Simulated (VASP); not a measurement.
**Se: single point with PBEsol**

Crystal: Se.

```xyz
2
Lattice="-2.8725 2.5291 1.3558 2.5291 -2.8725 1.3558 3.4753 3.4753 -1.9848" Properties=species:S:1:pos:R:3 pbc="T T T"
Se    2.2243   -2.5677    1.3558
Se    0.5203    2.6115    0.3634
```

```
Program                : VASP 6.6.1
Task                   : single point
Functional             : PBEsol
Potentials or basis    : VASP PAW PBE potentials, release 64 (Se)
Cutoff                 : 520 eV
k mesh                 : 16 × 16 × 8
Occupations            : fermi-dirac, width 0.1 eV
Spin                   : no spin polarisation
Dipole correction      : no
Further INCAR settings : ALGO = Normal; EDIFF = 1e-06; NBANDS = 13
```

| Quantity | Value |
| --- | --- |
| Pressure | 2.9 GPa |
| Largest force | 0.168 eV/Å |
| Band gap on the k mesh | zero (bands 6 and 7 overlap by 4.26 eV) |

Forces in eV/Å, atoms in the order of the input:
```
Se   0.119 -0.119  0.000
Se  -0.119  0.119  0.000
```

Stress tensor (GPa, compression positive):
```
3.00 2.17 0.47
2.17 3.00 0.47
0.47 0.47 2.70
```

Levels at points of the mesh, in eV from the Fermi level:
```
           k point  band 3  band 4  band 5  band 6  band 7  band 8  band 9  band 10
(0.00, 0.00, 0.00)   -7.00   -2.55   -2.02    2.09    2.68    4.66    5.87     6.60
(0.50, 0.00, 0.00)   -5.73   -5.72   -2.77   -2.71    2.56    2.56    5.09     5.10
(0.50, 0.50, 0.00)   -6.54   -4.71   -2.33    0.33    1.78    4.83    8.20    11.46
(0.00, 0.00, 0.50)   -3.75   -3.75    0.26    0.26    3.22    3.22    4.88     4.88
(0.50, 0.00, 0.50)   -7.04   -4.97   -3.71   -1.28   -0.49    3.15    4.90     5.71
(0.50, 0.50, 0.50)   -5.88   -5.88    1.28    1.28    3.04    3.04    8.30     8.30
```

Wall time 3.9 min on 1 thread of Intel(R) Xeon(R) 6975P-C (Granite Rapids) (shared host), peak memory 0.39 GiB.

Caveat: the PAW data sets were made with another functional, which shifts forces and pressure a little.
